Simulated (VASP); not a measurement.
# SiC (Moissanite 3C) (F-43m) in VASP: further runs, part 2 of 2

VASP 6.6.1. The steps go on from the part before.

## Step 3: Relaxation of cell and atoms, PBE, target pressure 5 GPa, at which the enthalpy is minimised

INCAR

```
SYSTEM = SiC
PREC     = Accurate       ! precision mode
ENCUT    = 600            ! plane-wave cutoff, eV
EDIFF    = 1E-6           ! SCF threshold, eV
ISMEAR   = 0              ! smearing method
SIGMA    = 0.01           ! smearing width, eV
LREAL    = .FALSE.        ! projectors in reciprocal space
LASPH    = .TRUE.         ! aspherical terms in the spheres
NELM     = 100            ! most SCF steps
ALGO     = Normal         ! electronic algorithm
ISIF     = 3              ! what is computed and relaxed
LWAVE    = .FALSE.        ! write WAVECAR
LCHARG   = .FALSE.        ! write CHGCAR
GGA      = PE             ! functional
IBRION   = 2              ! ionic algorithm
NSW      = 80             ! ionic steps
EDIFFG   = -0.01          ! ionic threshold
PSTRESS  = 50.0
```

KPOINTS

```
regular mesh
0
G
  8 8 8
  0 0 0
```

POSCAR

```
SiC
1.0
    0.0000000000      2.1790000000      2.1790000000
    2.1790000000      0.0000000000      2.1790000000
    2.1790000000      2.1790000000      0.0000000000
Si C
1 1
Direct
    0.0000000000      0.0000000000      0.0000000000
    0.2500000000      0.2500000000      0.2500000000
```

Potentials or basis: VASP PAW PBE potentials, release 64 (Si, C).

Run with:

```bash
$ cat potpaw_PBE.64/Si/POTCAR potpaw_PBE.64/C/POTCAR > POTCAR
$ mpirun -np 1 vasp_std > vasp.out
```

Run time: 16 s. Hardware: 1 thread of AMD EPYC 7R43 (Zen 3), shared host; peak memory 0.12 GiB.

Results (log left out):

- Free energy: -15.0537 eV
- Relaxed volume: 10.26 Å³/atom
- Relaxed cell: a = 3.073 Å, b = 3.073 Å, c = 3.073 Å, α = 60.00°, β = 60.00°, γ = 60.00°
- Space group after relaxing (to 0.05 Å): F-43m (No. 216)
- Energy change on relaxing (the enthalpy is what falls): +2.2 meV/atom
- Ionic steps: 3
- Pressure after relaxing: 5.0 GPa
- Band gap on the k mesh: 1.35 eV, indirect (least direct gap 4.55 eV)

The path:
```csv
step,energy change (eV),largest force (eV/Å),pressure (GPa),volume (Å³)
1,0.0000,0.0000,3.09,20.69
2,0.0118,0.0000,7.24,20.32
3,0.0044,0.0000,5.01,20.52
```

Final structure:
```cif
data_structure
_symmetry_space_group_name_H-M 'P 1'
_symmetry_Int_Tables_number 1
_cell_length_a 3.0729
_cell_length_b 3.0729
_cell_length_c 3.0729
_cell_angle_alpha 60.000
_cell_angle_beta 60.000
_cell_angle_gamma 60.000
_cell_volume 20.52
loop_
_atom_site_label
_atom_site_type_symbol
_atom_site_fract_x
_atom_site_fract_y
_atom_site_fract_z
_atom_site_occupancy
Si1 Si 0.00000 0.00000 0.00000 1
C1 C 0.25000 0.25000 0.25000 1
```

Levels at points of the mesh, in eV from the valence-band top:
```csv
k point,band 1,band 2,band 3,band 4,band 5,band 6,band 7,band 8
"(0.00, 0.00, 0.00)",-15.47,0.00,0.00,0.00,6.33,7.37,7.37,7.37
"(0.50, 0.00, 0.00)",-11.87,-8.58,-1.05,-1.05,5.51,7.26,7.26,10.10
"(0.50, 0.50, 0.00)",-10.41,-7.82,-3.20,-3.20,1.35,4.35,14.13,14.13
```

Caveat: the cell is relaxed towards a set pressure, so the enthalpy falls and the energy may rise. Expect the measured gap to be larger: semilocal functionals such as PBE lack the derivative discontinuity.

## Step 4: Relaxation of cell and atoms, PBE, target pressure 10 GPa, at which the enthalpy is minimised

INCAR

```
ALGO     = Normal         # electronic algorithm
EDIFF    = 1E-7           # SCF threshold, eV
EDIFFG   = -0.01          # ionic threshold
ENCUT    = 600            # plane-wave cutoff, eV
GGA      = PE             # functional
IBRION   = 2              # ionic algorithm
ISIF     = 3              # what is computed and relaxed
ISMEAR   = 0              # smearing method
LASPH    = True           # aspherical terms in the spheres
LCHARG   = False          # write CHGCAR
LREAL    = False          # projectors in reciprocal space
LWAVE    = False          # write WAVECAR
NELM     = 80             # most SCF steps
NSW      = 80             # ionic steps
PREC     = Accurate       # precision mode
PSTRESS  = 100.0        
SIGMA    = 0.01           # smearing width, eV
```

KPOINTS

```
k-points
0
Gamma
  8 8 8
```

POSCAR is that of step 3.

Potentials or basis: VASP PAW PBE potentials, release 64 (Si, C).

Run with:

```bash
$ cat potpaw_PBE.64/Si/POTCAR potpaw_PBE.64/C/POTCAR > POTCAR
$ mpirun -np 1 vasp_std > vasp.out
```

OUTCAR:

```text
EDIFF = 1E-7
   EDIFFG = -0.01
   ENCUT = 600
   GGA = PE
   IBRION = 2
   ISIF = 3
   ISMEAR = 0
   LASPH = True
   LREAL = False
   NELM = 80
   NSW = 80
   PREC = Accurate
   PSTRESS = 100.0

 ion  position               nearest neighbor table
   1  0.000  0.000  0.000-   2 1.89   2 1.89   2 1.89   2 1.89
   2  0.250  0.250  0.250-   1 1.89   1 1.89   1 1.89   1 1.89

  LATTYP: Found a face centered cubic cell.
 ALAT       =     4.3580000000

  Lattice vectors:

 A1 = (   0.0000000000,   2.1790000000,   2.1790000000)
 A2 = (   2.1790000000,   0.0000000000,   2.1790000000)
 A3 = (   2.1790000000,   2.1790000000,   0.0000000000)

Analysis of symmetry for initial positions (statically):
=====================================================================
 Subroutine PRICEL returns:
[... 254 lines left out ...]
  ---------------------------------------------------
  free energy    TOTEN  =       -15.03432501 eV

  energy without entropy =      -15.03432501  energy(sigma->0) =      -15.03432501

 E-fermi :   8.4949     XC(G=0): -11.4830

 val. band max:        8.4359356136   @ k =   0.0000   0.0000   0.0000
 cond. band min:       9.7650863447   @ k =   0.5000   0.5000   0.0000
 fundamental gap:      1.3291507311
 Fermi energy:         8.4949209595

 k-point     1 :       0.0000    0.0000    0.0000
  band No.  band energies     occupation
      1      -7.1970      2.00000
      2       8.4359      2.00000
      3       8.4359      2.00000
      4       8.4359      2.00000
      5      15.0105      0.00000
      6      15.9481      0.00000
      7      15.9481      0.00000
      8      15.9481      0.00000
[... 243 lines left out ...]
 k-point    24 :      -0.3750    0.2500    0.1250
  band No.  band energies     occupation
      1      -2.8582      2.00000
      2       0.4775      2.00000
      3       4.6828      2.00000
      4       6.1378      2.00000
      5      13.7449      0.00000
      6      15.9167      0.00000
      7      18.8258      0.00000
      8      19.6913      0.00000

 [... further k-points ...]
[... 5 lines left out ...]
  --------------------------------------------------------------------------------------
  -------------------------------------------------------------------------------------
  Total        1.2485988      1.2485988      1.2485988      0.0000000      0.0000000     -0.0000000
  in kB       99.5251386     99.5251386     99.5251386      0.0000000      0.0000000     -0.0000000
  external PRESSURE =      -0.4748614 kB  Pullay stress =     100.0000000 kB
[... 21 lines left out ...]
  energy  without entropy=      -15.0343250097  energy(sigma->0) =      -15.03432501

  enthalpy is  TOTEN    =       -13.7797688448 eV   P V=        1.2545561648

 reached required accuracy - stopping structural energy minimisation
```

OSZICAR:

```text
N       E                     dE             d eps       ncg     rms          rms(c)
DAV:   1     0.541242487310E+01    0.54124E+01   -0.43111E+03   480   0.932E+02
DAV:   2    -0.165166233489E+02   -0.21929E+02   -0.20635E+02   656   0.113E+02
DAV:   3    -0.169116536559E+02   -0.39503E+00   -0.39503E+00   504   0.186E+01
[... 27 lines left out ...]
DAV:   5    -0.150343260995E+02    0.72190E-05   -0.85068E-06   712   0.240E-02    0.230E-02
DAV:   6    -0.150343246405E+02    0.14590E-05   -0.71976E-07   560   0.738E-03    0.374E-03
DAV:   7    -0.150343249044E+02   -0.26390E-06   -0.11161E-07   344   0.221E-03    0.635E-04
DAV:   8    -0.150343250218E+02   -0.11740E-06   -0.79713E-09   248   0.844E-04    0.180E-04
DAV:   9    -0.150343250097E+02    0.12119E-07   -0.28120E-10   256   0.180E-04
   3 F= -.13779769E+02 E0= -.13779769E+02  d E =-.131923E-01
```

CONTCAR:

```text
SiC
   1.00000000000000
     0.0000000000000000    2.1580271218117235    2.1580271218117235
     2.1580271218117235    0.0000000000000000    2.1580271218117235
     2.1580271218117235    2.1580271218117235    0.0000000000000000
  Si              C
     1     1
Direct
     0.0000000000000000    0.0000000000000000    0.0000000000000000
     0.2500000000000000    0.2500000000000000    0.2500000000000000

  0.00000000E+00  0.00000000E+00  0.00000000E+00
  0.00000000E+00  0.00000000E+00  0.00000000E+00
```

Run time: 20 s. Hardware: 1 thread of AMD EPYC 7R43 (Zen 3), shared host; peak memory 0.12 GiB.

Results:

```yaml
Free_energy: -15.0343 eV
Relaxed_volume: 10.05 Å³/atom
Relaxed_cell: a = 3.052 Å, b = 3.052 Å, c = 3.052 Å, α = 60.00°, β = 60.00°, γ = 60.00°
Space_group_after_relaxing_to_0.05_Å: F-43m (No. 216)
Energy_change_on_relaxing_the_enthalpy_is_what_falls: +11.9 meV/atom
Ionic_steps: 3
Pressure_after_relaxing: 10.0 GPa
Band_gap_on_the_k_mesh: 1.33 eV, indirect (least direct gap 4.57 eV)
```

Step by step:
```csv
step,energy change (eV),largest force (eV/Å),pressure (GPa),volume (Å³)
1,0.0000,0.0000,3.08,20.69
2,0.0895,0.0000,19.69,19.38
3,0.0237,0.0000,9.95,20.10
```

Final structure:
```yaml
crystal:
  lattice:
    - [0.00000, 2.15803, 2.15803]
    - [2.15803, 0.00000, 2.15803]
    - [2.15803, 2.15803, 0.00000]
  atoms:
    - { symbol: Si, position: [0.00000, 0.00000, 0.00000] }
    - { symbol: C, position: [0.25000, 0.25000, 0.25000] }
```

Levels at points of the mesh, in eV from the valence-band top:
```
           k point  band 1  band 2  band 3  band 4  band 5  band 6  band 7  band 8
(0.00, 0.00, 0.00)  -15.63    0.00    0.00    0.00    6.57    7.51    7.51    7.51
(0.50, 0.00, 0.00)  -11.96   -8.70   -1.06   -1.06    5.70    7.35    7.35   10.22
(0.50, 0.50, 0.00)  -10.48   -7.89   -3.24   -3.24    1.33    4.42   14.38   14.38
```

Caveat: the cell is relaxed towards a set pressure, so the enthalpy falls and the energy may rise. A k mesh can miss the band edges.

## Step 5: Relaxation of cell and atoms, PBE, target pressure 20 GPa, at which the enthalpy is minimised

INCAR

```
SYSTEM = SiC
PREC = Accurate ; ENCUT = 600
EDIFF = 1E-6 ; ISMEAR = 0
SIGMA = 0.01 ; LREAL = .False.
LASPH = .True. ; NELM = 100
ALGO = Normal ; ISIF = 3
LWAVE = .False. ; LCHARG = .False.
GGA = PE ; IBRION = 2
NSW = 80 ; EDIFFG = -0.01
PSTRESS = 200.0
```

KPOINTS

```
regular mesh
0
Gamma
  8 8 8
  0 0 0
```

POSCAR is that of step 4.

Run with:

```bash
$ cat potpaw_PBE.64/Si/POTCAR potpaw_PBE.64/C/POTCAR > POTCAR
$ mpirun -np 1 vasp_std > vasp.out
```

Run time: 21 s. Hardware: 1 thread of AMD EPYC 7R43 (Zen 3), shared host; peak memory 0.12 GiB.

The run converged. Its results:

| Item | Value |
| --- | --- |
| Free energy | -14.9663 eV |
| Relaxed volume | 9.68 Å³/atom |
| Relaxed cell | a = 3.014 Å, b = 3.014 Å, c = 3.014 Å, α = 60.00°, β = 60.00°, γ = 60.00° |
| Space group after relaxing (to 0.05 Å) | F-43m (No. 216) |
| Energy change on relaxing (the enthalpy is what falls) | +45.9 meV/atom |
| Ionic steps | 4 |
| Pressure after relaxing | 20.0 GPa |
| Band gap on the k mesh | 1.29 eV, indirect (least direct gap 4.60 eV) |

The path:
| step | energy change (eV) | largest force (eV/Å) | pressure (GPa) | volume (Å³) |
| --- | --- | --- | --- | --- |
| 1 | 0.0000 | 0.0000 | 3.09 | 20.69 |
| 2 | 0.4807 | 0.0000 | 52.64 | 17.59 |
| 3 | 0.0882 | 0.0000 | 19.53 | 19.39 |
| 4 | 0.0917 | 0.0000 | 19.96 | 19.36 |

Final structure:
```
Si C
1.0
     0.00000    2.13135    2.13135
     2.13135    0.00000    2.13135
     2.13135    2.13135    0.00000
Si C
1 1
Direct
  0.00000 0.00000 0.00000
  0.25000 0.25000 0.25000
```

Levels at points of the mesh, in eV from the valence-band top:
```
           k point  band 2  band 3  band 4  band 5  band 6  band 7
(0.00, 0.00, 0.00)    0.00    0.00    0.00    7.02    7.78    7.78
(0.50, 0.00, 0.00)   -8.91   -1.06   -1.06    6.05    7.50    7.50
(0.50, 0.50, 0.00)   -8.01   -3.31   -3.31    1.29    4.56   14.82
```

Caveat: the cell is relaxed towards a set pressure, so the enthalpy falls and the energy may rise. A k mesh can miss the band edges.

## Step 6: Overview

| cell | gap on the mesh (eV) | pressure (GPa) |
| --- | --- | --- |
| relaxed | 1.37 | 0.0 |
| relaxed to 5 GPa | 1.35 | 5.0 |
| relaxed to 10 GPa | 1.33 | 10.0 |
| relaxed to 20 GPa | 1.29 | 20.0 |

Alike in all rows: task relaxation of cell and atoms; level PBE; potentials or basis VASP PAW PBE potentials, release 64 (Si, C); no spin polarisation; k mesh 8 × 8 × 8; cutoff (eV) 600; smearing gaussian 0.01 eV.

Caveats: the cell is relaxed towards a set pressure, so the enthalpy falls and the energy may rise (some runs).

Absolute energies hang on the potentials; compare differences alone.
